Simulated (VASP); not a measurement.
# CaGe4N (P-6m2) in VASP: further runs

CaGe4N is run at these levels: PBE; tasks: single point, relaxation of cell and atoms.

All numbers are computed with VASP 6.6.1; they aren't measurements. Logs are shortened: lines on timing, memory, paths and dates and some standing lists are left out, and cuts for length are marked.

## (1) The cell of the first run

It takes space group P-6m2 (No. 187, hexagonal). The conventional cell has a = 5.817 Å, b = 5.817 Å, c = 3.910 Å, α = 90.00°, β = 90.00°, γ = 120.00°. Ca (site symmetry -6m2) has 3 N at 3.36 Å and 15 Ge at 3.36 to 3.51 Å and 2 Ca at 3.91 Å within 4.4 Å. Within 3.6 Å of Ge (site symmetry -6m2) lie 6 Ge at 2.69 Å and 3 N at 3.36 Å and 3 Ca at 3.36 Å. Within 3.3 Å of Ge (site symmetry mm2) lie 2 N at 2.47 Å and 6 Ge at 2.60 to 3.21 Å. Within 3.4 Å of N (site symmetry -6m2) lie 9 Ge at 2.47 to 3.36 Å and 3 Ca at 3.36 Å.

The cell was generated, and may not be a known phase.

## (2) Single point, PBE

INCAR reads:

```
  ALGO = Normal
  EDIFF = 1E-6
  ENCUT = 520
  GGA = PE
  ISIF = 2
  ISMEAR = 0
  LASPH = T
  LCHARG = F
  LREAL = F
  LWAVE = F
  NBANDS = 44
  NELM = 60
  PREC = Accurate
  SIGMA = 0.1
```

KPOINTS reads:

```
k-points
0
Gamma
  6 6 4
```

POSCAR reads:

```
CaGe4N
1.0
    5.8168220416     -0.0000000030      0.0000000000
   -2.9084110182      5.0375156588      0.0000000000
    0.0000000000      0.0000000000      3.9098418443
Ca Ge N
1 4 1
Direct
    0.0000000000      0.0000000000      0.0000000000
    0.6666666667      0.3333333333      0.0000000000
    1.0348857734      0.5174428867      0.5000000000
    0.4825571133      0.5174428867      0.5000000000
    0.4825571133     -0.0348857734      0.5000000000
    0.3333333333      0.6666666667      0.0000000000
```

Potentials or basis: VASP PAW PBE potentials, release 64 (Ca_sv, Ge_d, N).

Command:

```sh
$ cat potpaw_PBE.64/Ca_sv/POTCAR potpaw_PBE.64/Ge_d/POTCAR potpaw_PBE.64/N/POTCAR > POTCAR
$ mpirun -np 1 vasp_std > vasp.out
```

OUTCAR:

```text
EDIFF = 1E-6
   ENCUT = 520
   GGA = PE
   ISIF = 2
   ISMEAR = 0
   LASPH = T
   LREAL = F
   NELM = 60
   PREC = Accurate

 ion  position               nearest neighbor table
   1  0.000  0.000  0.000-
   2  0.667  0.333  0.000-   5 2.69   5 2.69   3 2.69   3 2.69   4 2.69   4 2.69
   3  0.035  0.517  0.500-   5 2.60   4 2.60   2 2.69   2 2.69
   4  0.483  0.517  0.500-   5 2.60   3 2.60   2 2.69   2 2.69
   5  0.483  0.965  0.500-   4 2.60   3 2.60   2 2.69   2 2.69
   6  0.333  0.667  0.000-

  LATTYP: Found a hexagonal cell.
 ALAT       =     5.8168220416
 C/A-ratio  =     0.6721611588

  Lattice vectors:

 A1 = (   5.8168220416,  -0.0000000030,   0.0000000000)
 A2 = (  -2.9084110182,   5.0375156588,   0.0000000000)
 A3 = (   0.0000000000,   0.0000000000,   3.9098418443)

Analysis of symmetry for initial positions (statically):
=====================================================================
 Subroutine PRICEL returns:
 Original cell was already a primitive cell.

 Routine SETGRP: Setting up the symmetry group for a
 hexagonal supercell.

 Subroutine GETGRP returns: Found 12 space group operations
 (whereof 12 operations were pure point group operations)
 out of a pool of 24 trial point group operations.

The static configuration has the point symmetry D_3h.

Analysis of symmetry for dynamics (positions and initial velocities):
=====================================================================
 Subroutine PRICEL returns:
 Original cell was already a primitive cell.

 Routine SETGRP: Setting up the symmetry group for a
 hexagonal supercell.

 Subroutine GETGRP returns: Found 12 space group operations
 (whereof 12 operations were pure point group operations)
 out of a pool of 24 trial point group operations.

The dynamic configuration has the point symmetry D_3h.

 Subroutine INISYM returns: Found 12 space group operations
 (whereof 12 operations are pure point group operations),
 and found     1 'primitive' translations

----------------------------------------------------------------------------------------

                                     Primitive cell

[... 90 lines left out ...]
   LSORBIT =      F    spin-orbit coupling
   LASPH  =      T    aspherical Exc in radial PAW
   ENCUT  =  520.0 eV  38.22 Ry    6.18 a.u.  10.82 10.82  7.27*2*pi/ulx,y,z
   NELM   =     60;   NELMIN=  2; NELMDL= -5     # of ELM steps
   EDIFF  = 0.1E-05   stopping-criterion for ELM
   LREAL  =      F    real-space projection
   EDIFFG = 0.1E-04   stopping-criterion for IOM
   NSW    =      0    number of steps for IOM
   IBRION =     -1    ionic relax: 0-MD 1-quasi-New 2-CG
   NFREE  =      0    steps in history (QN), initial steepest desc. (CG)
   ISIF   =      2    stress and relaxation
   ISYM   =      2    0-nonsym 1-usesym 2-fastsym
   POTIM  = 0.5000    time-step for ionic-motion
   TEBEG  =    0.0;   TEEND  =   0.0 temperature during run
   PSTRESS=    0.0 pullay stress
   NELECT =      71.0000    total number of electrons
   NUPDOWN=      -1.0000    fix difference up-down
   EMIN   =  10.00;   EMAX   =-10.00  energy-range for DOS
   EFERMI =   0.00;   METHOD = LEGACY
   ISMEAR =     0;   SIGMA  =   0.10  broadening in eV -4-tet -1-fermi 0-gaus
   EFERMI_NEDOS =   21; number of points for ismear=-14 and -15
   IALGO  =     38    algorithm
   IMIX   =      4    mixing-type and parameters
     AMIX     =   0.40;   BMIX     =  1.00
     AMIX_MAG =   1.60;   BMIX_MAG =  1.00
  volume/ion in A,a.u.               =      19.09       128.86
  Fermi-wavevector in a.u.,A,eV,Ry     =   1.395748  2.637582 26.505697  1.948114
  Thomas-Fermi vector in A             =   2.519170
   LORBIT       =      0    0 simple, 1 ext, 2 COOP (PROOUT), +10 PAW based schemes
   GGA     = PE    functional components
   LHFCALC =     F    Hartree Fock is set to
   AEXX    =    0.0000 exact exchange contribution
   IVDW    =     0    specifies the selected vdW correction
   LEPSILON=     F    determine dielectric tensor
   LRPA    =     F    only Hartree local field effects (RPA)
 non-spin polarized calculation
 Gauss-broadening in eV      SIGMA  =   0.10
  energy-cutoff  :      520.00
  volume of cell :      114.57
 maximum number of plane-waves:      3114
 NGX is ok and might be reduce to    48
   NGX = 21   NGY = 21   NGZ = 15

 number of electron      71.0000037 magnetization

 Free energy of the ion-electron system (eV)
  ---------------------------------------------------
  ext. energy  EPLUGINS =         0.00000000
  ---------------------------------------------------
  free energy    TOTEN  =       -26.14424746 eV

  energy without entropy =      -26.12386946  energy(sigma->0) =      -26.13405846

 E-fermi :   5.5324     XC(G=0): -10.5403

 val. band max:        5.5286845662   @ k =   0.0000   0.0000   0.0000
 cond. band min:       5.5840366955   @ k =   0.1667   0.1667   0.2500
 fundamental gap:      0.0553521292
 Fermi energy:         5.5324428602

 k-point     1 :       0.0000    0.0000    0.0000
  band No.  band energies     occupation
      1     -36.2836      2.00000
      2     -19.2063      2.00000
      3     -19.1552      2.00000
      4     -19.1552      2.00000
      5     -19.1338      2.00000
      6     -19.1016      2.00000
[... 976 lines left out ...]
     43       8.9710      0.00000
     44       9.0940      0.00000

------------------------ aborting loop because EDIFF is reached ----------------------------------------

  FORCE on cell =-STRESS in cart. coord.  units (eV):
  Direction    XX          YY          ZZ          XY          YZ          ZX
  --------------------------------------------------------------------------------------
  -------------------------------------------------------------------------------------
  Total        0.1436888      0.1436888      0.1356228      0.0000000     -0.0000000      0.0000000
  in kB        2.0094264      2.0094264      1.8966275      0.0000000     -0.0000000      0.0000000
  external PRESSURE =       1.9718267 kB  Pullay stress =       0.0000000 kB

 VOLUME and BASIS-vectors are now :
 -----------------------------------------------------------------------------
  energy-cutoff  :      520.00
  volume of cell :      114.57
      direct lattice vectors                 reciprocal lattice vectors
     5.816822042 -0.000000003  0.000000000     0.171915179  0.099255275  0.000000000
    -2.908411018  5.037515659  0.000000000     0.000000000  0.198510549  0.000000000
     0.000000000  0.000000000  3.909841844     0.000000000  0.000000000  0.255764821

 POSITION                                       TOTAL-FORCE (eV/Angst)
 -----------------------------------------------------------------------------------
      0.00000      0.00000      0.00000         0.000000      0.000000     -0.000000
      2.90841      1.67917      0.00000         0.000000      0.000000     -0.000000
     -1.30201      2.60663      1.95492        -0.007054     -0.004072      0.000000
      1.30201      2.60663      1.95492         0.007054     -0.004072      0.000000
      0.00000      4.86178      1.95492         0.000000      0.008145     -0.000000
      0.00000      3.35834      0.00000         0.000000      0.000000     -0.000000
 -----------------------------------------------------------------------------------
    total drift:                                0.000002     -0.000001      0.000000

  FREE ENERGIE OF THE ION-ELECTRON SYSTEM (eV)
  ---------------------------------------------------
  free  energy   TOTEN  =       -26.1442474643 eV

  energy  without entropy=      -26.1238694586  energy(sigma->0) =      -26.13405846
```

OSZICAR:

```text
N       E                     dE             d eps       ncg     rms          rms(c)
DAV:   1     0.791917360665E+03    0.79192E+03   -0.33471E+04  2160   0.409E+03
DAV:   2     0.123656048556E+03   -0.66826E+03   -0.65120E+03  1848   0.943E+02
DAV:   3    -0.140641876748E+02   -0.13772E+03   -0.13419E+03  2036   0.237E+02
DAV:   4    -0.272982856815E+02   -0.13234E+02   -0.12848E+02  2660   0.756E+01
DAV:   5    -0.278412414363E+02   -0.54296E+00   -0.54021E+00  2632   0.142E+01    0.908E+00
DAV:   6    -0.277566147577E+02    0.84627E-01   -0.22990E+01  2700   0.186E+01    0.900E+00
DAV:   7    -0.261279758179E+02    0.16286E+01   -0.80679E+00  2800   0.135E+01    0.266E+00
DAV:   8    -0.261525354967E+02   -0.24560E-01   -0.90537E-01  2064   0.373E+00    0.106E+00
DAV:   9    -0.261449258884E+02    0.76096E-02   -0.92431E-02  2824   0.116E+00    0.269E-01
DAV:  10    -0.261445262231E+02    0.39967E-03   -0.15292E-02  2464   0.506E-01    0.185E-01
DAV:  11    -0.261442061931E+02    0.32003E-03   -0.26696E-03  2624   0.224E-01    0.470E-02
DAV:  12    -0.261442476452E+02   -0.41452E-04   -0.45551E-04  2308   0.181E-01    0.317E-02
DAV:  13    -0.261442471043E+02    0.54092E-06   -0.62288E-05  2608   0.521E-02    0.655E-03
DAV:  14    -0.261442478023E+02   -0.69799E-06   -0.10362E-05  1760   0.309E-02    0.602E-03
DAV:  15    -0.261442474643E+02    0.33798E-06   -0.18961E-06  1484   0.112E-02
   1 F= -.26144247E+02 E0= -.26134058E+02  d E =-.203780E-01
```

stdout:

```text
POSCAR found type information on POSCAR CaGeN
 POSCAR found :  3 types and       6 ions
 scaLAPACK will be used
 LDA part: xc-table for (Slater+PW92), standard interpolation
 POSCAR, INCAR and KPOINTS ok, starting setup
 FFT: planning ... GRIDC
 FFT: planning ... GRID_SOFT
 FFT: planning ... GRID
 WAVECAR not read
 entering main loop
```

Run time: 4 min. Hardware: 1 thread of Intel Xeon 8259CL, shared host; peak memory 0.3 GiB.

What came out:

```
Free energy            : -26.1442 eV
Pressure               : 0.2 GPa
Largest force          : 0.008 eV/Å
Band gap on the k mesh : zero (an odd number of electrons rules out a gap without spin polarisation)
```

Forces in eV/Å, atoms in the order of the input:
```
Ca   0.000  0.000  0.000
Ge   0.000  0.000  0.000
Ge  -0.007 -0.004  0.000
Ge   0.007 -0.004  0.000
Ge   0.000  0.008  0.000
N    0.000  0.000  0.000
```

Caveat: the k points lie up to 0.40 Å⁻¹ apart, too coarse for converged energies and pressures of a metal.

## (3) Single point, PBE

This run uses another cell than the first one, of 19.77 Å³/atom.

INCAR reads:

```
SYSTEM = CaGe4N
PREC     = Accurate       ! precision mode
ENCUT    = 520            ! plane-wave cutoff, eV
EDIFF    = 1E-6           ! SCF threshold, eV
ISMEAR   = 0              ! smearing method
SIGMA    = 0.1            ! smearing width, eV
LREAL    = .False.        ! projectors in reciprocal space
LASPH    = .True.         ! aspherical terms in the spheres
NELM     = 60             ! most SCF steps
ALGO     = Normal         ! electronic algorithm
ISIF     = 2              ! what is computed and relaxed
LWAVE    = .False.        ! write WAVECAR
LCHARG   = .False.        ! write CHGCAR
GGA      = PE             ! functional
NBANDS   = 44             ! bands
```

KPOINTS reads:

```
regular mesh
0
Gamma
  6 6 4
  0 0 0
```

POSCAR reads:

```
CaGe4N
1.0
    5.5817495900      0.0000000000      0.0000000000
   -2.7908747900      4.8339369400      0.0000000000
    0.0000000000      0.0000000000      4.3958539300
Ca Ge N
1 4 1
Direct
    0.0000000000      0.0000000000      0.0000000000
    0.6666666700      0.3333333300      0.0000000000
    0.9994779800      0.4997389900      0.5000000000
    0.5002610100      0.4997389900      0.5000000000
    0.5002610100      0.0005220200      0.5000000000
    0.3333333300      0.6666666700      0.0000000000
```

Potentials or basis: VASP PAW PBE potentials, release 64 (Ca_sv, Ge_d, N).

Command:

```sh
$ cat potpaw_PBE.64/Ca_sv/POTCAR potpaw_PBE.64/Ge_d/POTCAR potpaw_PBE.64/N/POTCAR > POTCAR
$ mpirun -np 1 vasp_std > vasp.out
```

Run time: 4.2 min. Hardware: 1 thread of Intel Xeon 8259CL, shared host; peak memory 0.29 GiB.

The run converged. Its results:

```yaml
Free_energy: -25.4076 eV
Pressure: -1.8 GPa
Largest_force: 1.613 eV/Å
Band_gap_on_the_k_mesh: zero (an odd number of electrons rules out a gap without spin polarisation)
```

Forces on the atoms (eV/Å):
```
Ca   0.000  0.000  0.000
Ge   0.000  0.000  0.000
Ge   1.397  0.806  0.000
Ge  -1.397  0.806  0.000
Ge   0.000 -1.613  0.000
N    0.000  0.000  0.000
```

Stress tensor (GPa, compression positive):
```
 0.09  0.00  0.00
 0.00  0.09  0.00
 0.00  0.00 -5.73
```

Levels at points of the mesh, in eV from the Fermi level:
```
           k point  band 32  band 33  band 34  band 35  band 36  band 37  band 38  band 39  band 40  band 41
(0.00, 0.00, 0.00)    -3.25    -2.47    -1.13    -0.40    -0.40     0.64     1.64     1.64     2.08     2.08
(0.50, 0.00, 0.00)    -2.72    -1.31    -1.31    -0.49    -0.04     0.70     0.92     1.29     2.26     2.97
(0.00, 0.00, 0.50)    -3.52    -2.70    -2.70    -0.44    -0.44     0.32     1.69     2.74     3.84     4.35
(0.50, 0.00, 0.50)    -3.13    -0.93    -0.38     0.00     0.56     0.77     1.04     2.13     2.28     3.31
```

Caveat: the stress differs along the axes, from -6 to 0 GPa; forces of over 1 eV/Å act on the atoms, so gaps and moduli don't describe the material at rest.

## (4) Single point, PBE

This run uses another cell than the first one, of 19.21 Å³/atom.

INCAR reads:

```
ALGO = Normal ; EDIFF = 1E-7
ENCUT = 520 ; GGA = PE
ISIF = 2 ; ISMEAR = 0
LASPH = True ; LCHARG = False
LREAL = False ; LWAVE = False
NBANDS = 44 ; NELM = 60
PREC = Accurate ; SIGMA = 0.1
```

KPOINTS reads:

```
k-points
0
Gamma
  6 6 10
```

POSCAR reads:

```
CaGe4N
1.0
    6.0079307795      0.0000000000      0.0000000000
   -3.0039653897      5.2030206792      0.0000000000
    0.0000000000      0.0000000000      3.6865193914
Ca Ge N
1 4 1
Direct
    0.0000000000      0.0000000000      0.0000000000
    0.6666666667      0.3333333333      0.0000000000
    0.0394415883      0.5197207941      0.5000000000
    0.4802792059      0.5197207941      0.5000000000
    0.4802792059      0.9605584117      0.5000000000
    0.3333333333      0.6666666667      0.0000000000
```

Command:

```sh
$ cat potpaw_PBE.64/Ca_sv/POTCAR potpaw_PBE.64/Ge_d/POTCAR potpaw_PBE.64/N/POTCAR > POTCAR
$ mpirun -np 1 vasp_std > vasp.out
```

Run time: 6.9 min. Hardware: 1 thread of Intel Xeon 8259CL, shared host; peak memory 0.36 GiB.

The run converged. Its results:

| Quantity | Value |
| --- | --- |
| Free energy | -26.1887 eV |
| Pressure | 0.1 GPa |
| Largest force | 0.011 eV/Å |
| Band gap on the k mesh | zero (an odd number of electrons rules out a gap without spin polarisation) |

Forces on the atoms (eV/Å):
```
Ca   0.000  0.000  0.000
Ge   0.000  0.000  0.000
Ge  -0.010 -0.006  0.000
Ge   0.010 -0.006  0.000
Ge   0.000  0.011  0.000
N    0.000  0.000  0.000
```

Levels at points of the mesh, in eV from the Fermi level:
| k point | band 32 | band 33 | band 34 | band 35 | band 36 | band 37 | band 38 | band 39 | band 40 | band 41 |
| --- | --- | --- | --- | --- | --- | --- | --- | --- | --- | --- |
| (0.00, 0.00, 0.00) | -4.05 | -0.51 | 0.04 | 0.05 | 0.05 | 1.50 | 2.41 | 2.77 | 2.77 | 2.81 |
| (0.50, 0.00, 0.00) | -2.61 | -1.67 | -0.79 | -0.69 | -0.46 | 0.59 | 1.60 | 2.18 | 3.00 | 3.23 |
| (0.00, 0.00, 0.50) | -4.40 | -2.56 | -2.56 | -0.91 | -0.91 | 0.67 | 1.52 | 3.40 | 3.67 | 3.67 |
| (0.50, 0.00, 0.50) | -3.61 | -1.86 | -1.47 | -0.51 | -0.37 | 0.44 | 0.91 | 1.84 | 2.37 | 3.16 |

## (5) Relaxation of cell and atoms, PBE

This run uses another cell than the first one, of 19.77 Å³/atom.

INCAR reads:

```
SYSTEM = CaGe4N
PREC = Accurate
ENCUT = 600
EDIFF = 1E-7
ISMEAR = 0
SIGMA = 0.1
LREAL = .FALSE.
LASPH = .TRUE.
NELM = 60
ALGO = Normal
ISIF = 3
LWAVE = .FALSE.
LCHARG = .FALSE.
GGA = PE
IBRION = 2
NSW = 90
EDIFFG = -0.04
```

KPOINTS reads:

```
Automatic mesh
0
G
  6 6 4
  0 0 0
```

POSCAR reads:

```
CaGe4N
1.0
    5.5817495900      0.0000000000      0.0000000000
   -2.7908747900      4.8339369400      0.0000000000
    0.0000000000      0.0000000000      4.3958539300
Ca Ge N
1 4 1
Direct
    0.0000000000      0.0000000000      0.0000000000
    0.6666666700      0.3333333300      0.0000000000
    0.9994779800      0.4997389900      0.5000000000
    0.5002610100      0.4997389900      0.5000000000
    0.5002610100      0.0005220200      0.5000000000
    0.3333333300      0.6666666700      0.0000000000
```

Command:

```sh
$ cat potpaw_PBE.64/Ca_sv/POTCAR potpaw_PBE.64/Ge_d/POTCAR potpaw_PBE.64/N/POTCAR > POTCAR
$ mpirun -np 1 vasp_std > vasp.out
```

Wall time 25 min (1 thread of Intel Xeon 8259CL, shared host); peak memory 0.37 GiB.

It converged, with:

- Free energy: -26.1483 eV
- Relaxed volume: 19.15 Å³/atom
- Relaxed cell: a = 5.825 Å, b = 5.825 Å, c = 3.910 Å, α = 90.00°, β = 90.00°, γ = 120.00°
- Space group after relaxing (to 0.1 Å): P-6m2 (No. 187)
- Energy gained by relaxing: 123.2 meV/atom
- Ionic steps: 9
- Pressure after relaxing: 0.0 GPa
- Band gap on the k mesh: zero (an odd number of electrons rules out a gap without spin polarisation)

The path:
```csv
step,energy change (eV),largest force (eV/Å),pressure (GPa),volume (Å³)
1,0.0000,1.6127,-1.85,118.61
2,-0.4417,0.9610,-0.70,114.68
3,-0.6290,0.1255,2.05,110.72
4,-0.7140,0.0656,0.04,114.31
5,-0.7251,0.0632,-1.35,117.44
6,-0.7274,0.0572,-0.97,116.50
7,-0.7388,0.0582,0.09,114.75
8,-0.7388,0.0582,0.10,114.73
9,-0.7393,0.0014,0.00,114.89
```

Final structure:
```
Ca Ge N
1.0
     5.82487    0.00000    0.00000
    -2.91243    5.04448    0.00000
     0.00000    0.00000    3.91018
Ca Ge N
1 4 1
Direct
  0.00000 0.00000 0.00000
  0.66667 0.33333 0.00000
  0.03489 0.51745 0.50000
  0.48255 0.51745 0.50000
  0.48255 0.96511 0.50000
  0.33333 0.66667 0.00000
```

Levels at points of the mesh, in eV from the Fermi level:
```tsv
k point	band 32	band 33	band 34	band 35	band 36	band 37	band 38	band 39	band 40	band 41
(0.00, 0.00, 0.00)	-3.74	-0.60	-0.42	0.00	0.00	0.75	2.39	2.39	2.72	2.72
(0.50, 0.00, 0.00)	-2.07	-1.49	-1.48	-1.13	-0.03	0.44	1.69	1.78	2.95	2.98
(0.00, 0.00, 0.50)	-4.08	-2.64	-2.64	-0.70	-0.70	0.66	1.77	3.02	3.96	3.96
(0.50, 0.00, 0.50)	-3.37	-1.51	-1.11	-0.27	-0.12	0.79	1.05	2.00	2.56	2.80
```

[end of part 1 of 2]

The gap in the log of VASP goes by the Fermi energy; the results here count the filled bands.